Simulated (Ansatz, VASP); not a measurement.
**Zn: VASP beside Ansatz**

Contents of INCAR:

```
ALGO = Normal
EDIFF = 1E-6
ENCUT = 520
GGA = RE
ISIF = 2
ISMEAR = -1
LASPH = T
LCHARG = T
LELF = T
LREAL = F
LVHAR = T
LWAVE = F
NBANDS = 12
NELM = 80
PREC = Accurate
SIGMA = 0.1
```

The input KPOINTS:

```
k-points
0
Gamma
  13 13 13
```

POSCAR

```
Zn
1.0
    2.5511933865      0.0000000000      0.0000000000
    0.0000000000      2.5511933865      0.0000000000
    0.0000000000      0.0000000000      2.5511933865
Zn
1
Direct
    0.0000000000      0.0000000000      0.0000000000
```

Input for Ansatz:

```yaml
crystal:
  lattice:
    - [2.5511933865, 0.0, 0.0]
    - [0.0, 2.5511933865, 0.0]
    - [0.0, 0.0, 2.5511933865]
  atoms:
    - { symbol: Zn, position: [0.0, 0.0, 0.0] }
hamiltonian:
  xc: revpbe
  pseudopotentials:
    kind: paw
    azcp:
      Zn: "pseudopotentials/Zn.paw.azcp"
basis:
  ecutwfc: 420
  fft_grid_basis: typed
kpoints:
  mp_grid: { grid: [13, 13, 13], shift: [0, 0, 0] }
magnetization:
  spin_polarized: false
scf:
  occupations: { method: fermi_dirac, width: 0.1 }
  lower_state_search: "off"
output:
  stress: true
```

Alike in both runs: task single point; functional revPBE; k mesh 13 × 13 × 13; occupations fermi-dirac, width 0.1 eV; no spin polarisation.

|  | VASP | Ansatz |
| --- | --- | --- |
| version | VASP 6.6.1 | Ansatz 0.2.0 |
| potentials or method | VASP PAW PBE potentials, release 64 (Zn), cutoff 520 eV | plane waves (420 eV) with PAW, scalar-relativistic |
| valence electrons in the cell | 12 | 12 |

```csv
,VASP,Ansatz,Ansatz less VASP
pressure (GPa),7.8,7.5,-0.23
```

VASP's potentials were made for PBE, not for revPBE.
